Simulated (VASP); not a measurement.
A run of VASP 6.6.1 is set up as follows.

INCAR

```
  PREC = Accurate
  ENCUT = 520
  EDIFF = 1E-6
  ISMEAR = 0
  SIGMA = 0.1
  LREAL = Auto
  LASPH = True
  NELM = 80
  ALGO = Normal
  ISIF = 2
  LWAVE = False
  LCHARG = False
  LDIPOL = True
  IDIPOL = 3
  DIPOL = 0.5 0.5 0.330
  GGA = PE
  NBANDS = 106
```

Contents of KPOINTS:

```
regular mesh
0
Gamma
  4 4 1
```

Contents of POSCAR:

```
Ta16F
1.0
    6.6379342675      0.0000000000      0.0000000000
    0.0000000000      6.6379342675      0.0000000000
    0.0000000000      0.0000000000     20.2996559605
Ta F
16 1
Direct
    0.2500000000      0.2500000000      0.1970476745
    0.2500000000      0.7500000000      0.1970476745
    0.7500000000      0.2500000000      0.1970476745
    0.7500000000      0.7500000000      0.1970476745
    0.0000000000      0.0000000000      0.2787970189
    0.0000000000      0.5000000000      0.2787970189
    0.5000000000      0.0000000000      0.2787970189
    0.5000000000      0.5000000000      0.2787970189
    0.2500000000      0.2500000000      0.3599139072
    0.2500000000      0.7500000000      0.3599139072
    0.7500000000      0.2500000000      0.3599139072
    0.7500000000      0.7500000000      0.3599139072
    0.0000000000      0.0000000000      0.4334879358
    0.0000000000      0.5000000000      0.4334879358
    0.5000000000      0.0000000000      0.4334879358
    0.5000000000      0.5000000000      0.4334879358
    0.0000000000      0.0625000000      0.5265227289
```

Potentials or basis: VASP PAW PBE potentials, release 64 (Ta_pv, F).

The run is started by

```sh
$ cat potpaw_PBE.64/Ta_pv/POTCAR potpaw_PBE.64/F/POTCAR > POTCAR
$ mpirun -np 1 vasp_std > vasp.out
```

(1) What does it give for the band gap on the k mesh?

(2) Predict the largest force.

## Answers

(1) zero (an odd number of electrons rules out a gap without spin polarisation).

(2) 1.541 eV/Å.

Caveat: spin-orbit coupling is left out, which moves the levels of the heavy elements; an odd number of electrons without spin polarisation forces a metal; a magnetic or distorted state may lie lower.
